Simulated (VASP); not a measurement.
Here is a VASP 6.6.1 calculation.

INCAR

```
ALGO = Normal ; EDIFF = 1E-6
ENCUT = 400 ; GGA = PE
GGA_COMPAT = F ; ISIF = 2
ISMEAR = -1 ; ISYM = -1
LASPH = T ; LCHARG = F
LREAL = Auto ; LWAVE = F
NBANDS = 123 ; NELM = 120
PREC = Accurate ; SIGMA = 0.05
```

The input KPOINTS:

```
explicit points
1
Reciprocal
  0.25000000   0.25000000   0.25000000 1
```

Contents of POSCAR:

```
Si5Ni19
1.0
    6.7405220000     -0.2054610000     -0.1773920000
   -0.2054610000      6.5498610000      0.0568880000
   -0.1773920000      0.0568880000      6.3235750000
Ni Si
19 5
Direct
    0.8311585393      0.9811183191      0.9318845774
    0.5873630659      0.0563813091      0.1366099222
    0.7172773232      0.2717136805      0.3922387275
    0.2655570522      0.5301109545      0.2870649505
    0.1493093041      0.5520408014      0.9068999386
    1.0219464501      0.1262356711      0.2603895470
    0.1818152470      0.8769663056      0.4941558709
    0.4953362944      0.1022342899      0.7311718121
    0.3037076529      0.8672412118      0.1472663311
    0.4438499822      0.7404467157      0.8514061908
    0.6414022276      0.6801529002      0.2030865588
    0.5091523953      0.4717534462      0.6088887143
    0.8326437350      0.2916739258      0.7399476706
    0.9172007908      0.5682853706      0.4882893718
    0.2364092915      0.2155769916      0.9726051123
    0.7896161674      0.6451686360      0.8155224280
    0.8322953678      0.9479130808      0.5520376781
    0.3592550481      0.1990846773      0.3623073091
    0.8949881184      0.4214696679      0.0982880990
    0.5497923644      0.3876910414      1.0102210852
    0.5165478780      0.8170109334      0.5196595823
    0.9624829892      0.7730293123      0.1740291988
    0.1462926640      0.9114042676      0.8218458992
    0.1573275575      0.3055119068      0.6270242211
```

Potentials or basis: VASP PAW PBE potentials, release 64 (Ni, Si).

Command:

```console
$ cat potpaw_PBE.64/Ni/POTCAR potpaw_PBE.64/Si/POTCAR > POTCAR
$ mpirun -np 1 vasp_std > vasp.out
```

What does it give for the pressure?

-1.8 GPa.

What does it give for the largest force?

1.457 eV/Å.

Forces on the atoms (eV/Å):
```
Ni   0.045  0.250 -0.341
Ni   0.423  0.253 -0.207
Ni  -0.303 -0.007 -0.100
Ni  -0.256  0.266  0.290
Ni  -0.209  0.570 -0.964
Ni  -0.459  0.029  0.464
Ni   0.236 -0.546 -0.431
Ni   0.073  0.364 -0.153
Ni  -0.824  0.152  0.511
Ni   0.692 -0.095  0.210
Ni  -0.810 -0.284  0.425
Ni  -0.082 -0.450 -0.190
Ni   0.490  0.196  0.356
Ni   0.765  0.203 -0.471
Ni   0.234 -0.135  0.524
Ni   0.022  0.259  0.324
Ni   0.197 -0.104 -0.142
Ni   0.238 -0.400  0.408
Ni  -0.702 -0.593  1.069
Si  -0.258  0.403 -0.494
Si   0.090 -0.125 -1.440
Si   1.107 -0.474  0.821
Si  -0.783 -0.028  0.554
Si   0.074  0.296 -1.023
```

Caveat: the atoms stand as in a frame of molecular dynamics. Spin polarisation is off, so any magnetic state and its effect on volume and gap are missing.
